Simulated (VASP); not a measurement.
# BeSe (F-43m) in VASP: elastic constants with r2SCAN

Aim: the elastic constants of BeSe with r2SCAN.

All numbers are computed with VASP 6.6.1; they aren't measurements. Logs are shortened: lines on timing, memory, paths and dates and some standing lists are left out, and cuts for length are marked.

### Step 1. The cell of the first run

It takes space group F-43m (No. 216, cubic). Conventional cell: a = 5.083 Å, b = 5.083 Å, c = 5.083 Å, α = 90.00°, β = 90.00°, γ = 90.00°. Be (site symmetry -43m) has 4 Se at 2.20 Å within 2.9 Å. Within 2.9 Å of Se (site symmetry -43m) lie 4 Be at 2.20 Å.

### Step 2. Elastic constants, r2SCAN

File INCAR:

```
PREC     = Accurate       # precision mode
ENCUT    = 660            # plane-wave cutoff, eV
EDIFF    = 1E-8           # SCF threshold, eV
ISMEAR   = 0              # smearing method
SIGMA    = 0.01           # smearing width, eV
LREAL    = False          # projectors in reciprocal space
LASPH    = True           # aspherical terms in the spheres
NELM     = 120            # most SCF steps
ALGO     = Normal         # electronic algorithm
ISIF     = 3              # what is computed and relaxed
LWAVE    = False          # write WAVECAR
LCHARG   = True           # write CHGCAR
METAGGA  = R2SCAN         # meta-GGA
LMIXTAU  = True         
IBRION   = 6              # ionic algorithm
NFREE    = 2            
POTIM    = 0.015          # step
NSW      = 1              # ionic steps
GGA_COMPAT= False
```

File KPOINTS:

```
regular mesh
0
Gamma
  8 8 8
```

File POSCAR:

```
BeSe
1.0
    0.0000000000      2.5416634834      2.5416634834
    2.5416634834      0.0000000000      2.5416634834
    2.5416634834      2.5416634834      0.0000000000
Be Se
1 1
Direct
    0.0000000000      0.0000000000      0.0000000000
    0.7500000000      0.7500000000      0.7500000000
```

Potentials or basis: VASP PAW PBE potentials, release 64 (Be, Se).

Launch:

```sh
$ cat potpaw_PBE.64/Be/POTCAR potpaw_PBE.64/Se/POTCAR > POTCAR
$ mpirun -np 1 vasp_std > vasp.out
```

OUTCAR:

```text
PREC = Accurate
   ENCUT = 660
   EDIFF = 1E-8
   ISMEAR = 0
   LREAL = False
   LASPH = True
   NELM = 120
   ISIF = 3
   METAGGA = R2SCAN
   IBRION = 6
   NFREE = 2
   POTIM = 0.015
   NSW = 1

 ion  position               nearest neighbor table
   1  0.000  0.000  0.000-   2 2.20   2 2.20   2 2.20   2 2.20
   2  0.750  0.750  0.750-   1 2.20   1 2.20   1 2.20   1 2.20

  LATTYP: Found a face centered cubic cell.
 ALAT       =     5.0833269668

  Lattice vectors:

 A1 = (   0.0000000000,   2.5416634834,   2.5416634834)
 A2 = (   2.5416634834,   0.0000000000,   2.5416634834)
 A3 = (   2.5416634834,   2.5416634834,   0.0000000000)

Analysis of symmetry for initial positions (statically):
=====================================================================
 Subroutine PRICEL returns:
 Original cell was already a primitive cell.

 Routine SETGRP: Setting up the symmetry group for a
 face centered cubic supercell.

 Subroutine GETGRP returns: Found 24 space group operations
 (whereof 24 operations were pure point group operations)
 out of a pool of 48 trial point group operations.

The static configuration has the point symmetry T_d .

Analysis of symmetry for dynamics (positions and initial velocities):
=====================================================================
 Subroutine PRICEL returns:
 Original cell was already a primitive cell.

 Routine SETGRP: Setting up the symmetry group for a
 face centered cubic supercell.

 Subroutine GETGRP returns: Found 24 space group operations
 (whereof 24 operations were pure point group operations)
 out of a pool of 48 trial point group operations.

The dynamic configuration has the point symmetry T_d .

 Subroutine INISYM returns: Found 24 space group operations
 (whereof 24 operations are pure point group operations),
 and found     1 'primitive' translations

----------------------------------------------------------------------------------------

                                     Primitive cell

  volume of cell :      32.8386

  direct lattice vectors                    reciprocal lattice vectors
     0.000000000  2.541663483  2.541663483    -0.196721558  0.196721558  0.196721558
     2.541663483  0.000000000  2.541663483     0.196721558 -0.196721558  0.196721558
     2.541663483  2.541663483  0.000000000     0.196721558  0.196721558 -0.196721558

  length of vectors
     3.594454969  3.594454969  3.594454969     0.340731733  0.340731733  0.340731733

  position of ions in fractional coordinates (direct lattice)
     0.000000000  0.000000000  0.000000000
     0.750000000  0.750000000  0.750000000

  ion indices of the primitive-cell ions
   primitive index   ion index
                 1           1
                 2           2

----------------------------------------------------------------------------------------

 KPOINTS: regular mesh

Automatic generation of k-mesh.
 Grid dimensions read from file:
 generate k-points for:    8    8    8

 Generating k-lattice:

  Cartesian coordinates                     Fractional coordinates (reciprocal lattice)
    -0.024590195  0.024590195  0.024590195     0.125000000  0.000000000  0.000000000
     0.024590195 -0.024590195  0.024590195     0.000000000  0.125000000  0.000000000
     0.024590195  0.024590195 -0.024590195     0.000000000  0.000000000  0.125000000

  Length of vectors
     0.042591467  0.042591467  0.042591467

  Shift w.r.t. Gamma in fractional coordinates (k-lattice)
     0.000000000  0.000000000  0.000000000

 Subroutine IBZKPT returns following result:
 ===========================================

 Found     29 irreducible k-points:

 Following reciprocal coordinates:
            Coordinates               Weight
  0.000000  0.000000  0.000000      1.000000
  0.125000  0.000000  0.000000      8.000000
  0.250000  0.000000  0.000000      8.000000
  0.375000  0.000000  0.000000      8.000000
  0.500000  0.000000  0.000000      4.000000
  0.125000  0.125000  0.000000      6.000000
[... 16 lines left out ...]
  0.500000  0.250000  0.125000     48.000000
[... 41 lines left out ...]
  volume/ion in A,a.u.               =      16.42       110.80
  Fermi-wavevector in a.u.,A,eV,Ry     =   1.022453  1.932156 14.223674  1.045411
  Thomas-Fermi vector in A             =   2.156133
   LORBIT       =      0    0 simple, 1 ext, 2 COOP (PROOUT), +10 PAW based schemes
   METAGGA = R2SCAN    functional components
   LHFCALC =     F    Hartree Fock is set to
   AEXX    =    0.0000 exact exchange contribution
   IVDW    =     0    specifies the selected vdW correction
   LEPSILON=     F    determine dielectric tensor
   LRPA    =     F    only Hartree local field effects (RPA)
 finite differences with symmetry
 non-spin polarized calculation
 Gauss-broadening in eV      SIGMA  =   0.01
  energy-cutoff  :      660.00
  volume of cell :       32.84
 maximum number of plane-waves:      1283
   NGX = 15   NGY = 15   NGZ = 15

--------------------------------------- Ionic step        1  -------------------------------------------

 number of electron       7.9999999 magnetization

 Free energy of the ion-electron system (eV)
  ---------------------------------------------------
  ext. energy  EPLUGINS =         0.00000000
  ---------------------------------------------------
  free energy    TOTEN  =       -20.50820789 eV

  energy without entropy =      -20.50820789  energy(sigma->0) =      -20.50820789

------------------------ aborting loop because EDIFF is reached ----------------------------------------

  FORCE on cell =-STRESS in cart. coord.  units (eV):
  Direction    XX          YY          ZZ          XY          YZ          ZX
  --------------------------------------------------------------------------------------
  -------------------------------------------------------------------------------------
  Total        0.8807968      0.8807968      0.8807968     -0.0000000      0.0000000      0.0000000
  in kB       42.9736402     42.9736402     42.9736402     -0.0000000      0.0000000      0.0000000
  external PRESSURE =      42.9736402 kB  Pullay stress =       0.0000000 kB
[... 89 lines left out ...]
  FREE ENERGIE OF THE ION-ELECTRON SYSTEM (eV)
  ---------------------------------------------------
  free  energy   TOTEN  =       -20.4913706044 eV

  energy  without entropy=      -20.4913706044  energy(sigma->0) =      -20.49137060

 E-fermi :   3.4683     XC(G=0):  -9.9427

 val. band max:        3.3444389061   @ k =   0.0000   0.0000   0.0000
 cond. band min:       6.3339367429   @ k =   0.5000   0.0000   0.5000
 fundamental gap:      2.9894978368
 Fermi energy:         3.4683186716

 k-point     1 :       0.0000    0.0000    0.0000
  band No.  band energies     occupation
      1     -11.1595      2.00000
      2       3.2566      2.00000
      3       3.3444      2.00000
      4       3.3444      2.00000
      5       8.6056      0.00000
      6       8.8915      0.00000
      7       8.8915      0.00000
      8       8.9163      0.00000
[... 243 lines left out ...]
 k-point    24 :      -0.3750    0.2500    0.1250
  band No.  band energies     occupation
      1      -9.4369      2.00000
      2      -2.1694      2.00000
      3       0.3059      2.00000
      4       1.3741      2.00000
      5       9.4117      0.00000
      6       9.7406      0.00000
      7      12.4191      0.00000
      8      13.9152      0.00000

 [... further k-points ...]

[... ionic steps 4 to 14 ...]

--------------------------------------- Ionic step       15  -------------------------------------------

 number of electron       7.9999999 magnetization

------------------------ aborting loop because EDIFF is reached ----------------------------------------
[... 67 lines left out ...]
--------------------------------------- Ionic step       17  -------------------------------------------

 number of electron       8.0000000 magnetization

 Free energy of the ion-electron system (eV)
  ---------------------------------------------------
  ext. energy  EPLUGINS =         0.00000000
  ---------------------------------------------------
  free energy    TOTEN  =       -20.50727600 eV

  energy without entropy =      -20.50727600  energy(sigma->0) =      -20.50727600

 E-fermi :   3.6359     XC(G=0): -10.0066

 val. band max:        3.5134634939   @ k =   0.0000   0.0000   0.0000
 cond. band min:       6.4823453868   @ k =   0.5000   0.5000   0.0000
 fundamental gap:      2.9688818929
 Fermi energy:         3.6358859315

 k-point     1 :       0.0000    0.0000    0.0000
  band No.  band energies     occupation
      1     -11.1177      2.00000
      2       3.4088      2.00000
      3       3.4625      2.00000
      4       3.5135      2.00000
      5       8.8733      0.00000
      6       9.0140      0.00000
      7       9.0393      0.00000
      8       9.0648      0.00000
[... 282 lines left out ...]
  FREE ENERGIE OF THE ION-ELECTRON SYSTEM (eV)
  ---------------------------------------------------
  free  energy   TOTEN  =       -20.5072760026 eV

  energy  without entropy=      -20.5072760026  energy(sigma->0) =      -20.50727600

 INTERNAL STRAIN TENSORS FROM STRAINED CELLS
 ============================================

 INTERNAL STRAIN TENSOR FOR ION    1 for displacements in x,y,z  (eV/Angst):
          X           Y           Z          XY          YZ          ZX
  --------------------------------------------------------------------------------
  x     0.00000    -0.00000     0.00000     0.00000    -5.20080     0.00000
  y     0.00000     0.00000     0.00000     0.00000    -0.00000    -5.20076
  z     0.00000     0.00000    -0.00000    -5.20148     0.00000    -0.00000

 INTERNAL STRAIN TENSORS FROM DISPLACED ATOMS
 ============================================

 INTERNAL STRAIN TENSOR FOR ION    1 for displacements in x,y,z  (eV/Angst):
          X           Y           Z          XY          YZ          ZX
  --------------------------------------------------------------------------------
  x     0.00000    -0.00000    -0.00000     0.00000    -5.20587     0.00000
  y     0.00000     0.00000     0.00000     0.00000     0.00000    -5.20587
  z    -0.00000    -0.00000     0.00000    -5.20587     0.00000     0.00000

 INTERNAL STRAIN TENSOR FOR ION    2 for displacements in x,y,z  (eV/Angst):
          X           Y           Z          XY          YZ          ZX
  --------------------------------------------------------------------------------
  x     0.00000    -0.00000    -0.00000     0.00000     5.20741     0.00000
  y    -0.00000     0.00000    -0.00000     0.00000     0.00000     5.20741
  z    -0.00000    -0.00000     0.00000     5.20741     0.00000     0.00000

 Eigenvectors and eigenvalues of the dynamical matrix
 ----------------------------------------------------

   1 f  =   15.831182 THz    99.470252 2PiTHz  528.071401 cm-1    65.472480 meV
             X         Y         Z           dx          dy          dz
      0.000000  0.000000  0.000000     0.947404    0.000000    0.000000
      3.812495  3.812495  3.812495    -0.320039    0.000000    0.000000
[... 21 lines left out ...]
   6 f/i=    0.000702 THz     0.004413 2PiTHz    0.023427 cm-1     0.002905 meV
             X         Y         Z           dx          dy          dz
      0.000000  0.000000  0.000000    -0.307626    0.088204   -0.003372
      3.812495  3.812495  3.812495    -0.910658    0.261108   -0.009981

--------------------------------------------------------------------------------------------------------

 ELASTIC MODULI CONTR FROM IONIC RELAXATION (kBar)
 Direction    XX          YY          ZZ          XY          YZ          ZX
 --------------------------------------------------------------------------------
 XX          -0.0000     -0.0000     -0.0000      0.0000      0.0000      0.0000
 YY          -0.0000     -0.0000     -0.0000      0.0000      0.0000      0.0000
 ZZ          -0.0000     -0.0000     -0.0000      0.0000      0.0000      0.0000
 XY           0.0000      0.0000      0.0000   -159.4554      0.0000      0.0000
 YZ           0.0000      0.0000      0.0000      0.0000   -159.4554      0.0000
 ZX           0.0000      0.0000      0.0000      0.0000      0.0000   -159.4554
 --------------------------------------------------------------------------------

 TOTAL ELASTIC MODULI (kBar)
 Direction    XX          YY          ZZ          XY          YZ          ZX
 --------------------------------------------------------------------------------
 XX        1479.8587    637.1265    637.1265     -0.0000      0.0000      0.0000
 YY         637.1265   1479.8587    637.1265      0.0000     -0.0000      0.0000
 ZZ         637.1265    637.1265   1479.8587      0.0000     -0.0000      0.0000
 XY          -0.0000      0.0000      0.0000    765.6864      0.0000      0.0000
 YZ           0.0000     -0.0000     -0.0000      0.0000    765.6864      0.0000
 ZX           0.0000      0.0000      0.0000      0.0000      0.0000    765.6864
 --------------------------------------------------------------------------------
```

It took 52 min on 1 thread of Oxide Virtual Turin-like, shared host; peak memory 0.24 GiB.

Results:

- Elastic constants C11, C12, C44: 148, 64, 77 GPa
- Voigt bulk modulus: 92 GPa
- Highest phonon frequency at Γ, LO-TO splitting left out: 528 cm⁻¹

Phonon frequencies in cm⁻¹ (negative: imaginary):
| q point | frequencies |
| --- | --- |
| (0.000, 0.000, 0.000) | 0 0 0 528 528 528 |

Elastic tensor in Voigt notation (GPa, in the Cartesian axes of the cell as first typed):
```
148  64  64   0   0   0
 64 148  64   0   0   0
 64  64 148   0   0   0
  0   0   0  77   0   0
  0   0   0   0  77   0
  0   0   0   0   0  77
```

Clamped-ion elastic tensor (GPa):
```
148  64  64   0   0   0
 64 148  64   0   0   0
 64  64 148   0   0   0
  0   0   0  93   0   0
  0   0   0   0  93   0
  0   0   0   0   0  93
```

Caveat: the cell is under stress, which shifts elastic constants; the PAW data sets were made with another functional, which shifts forces and pressure a little.
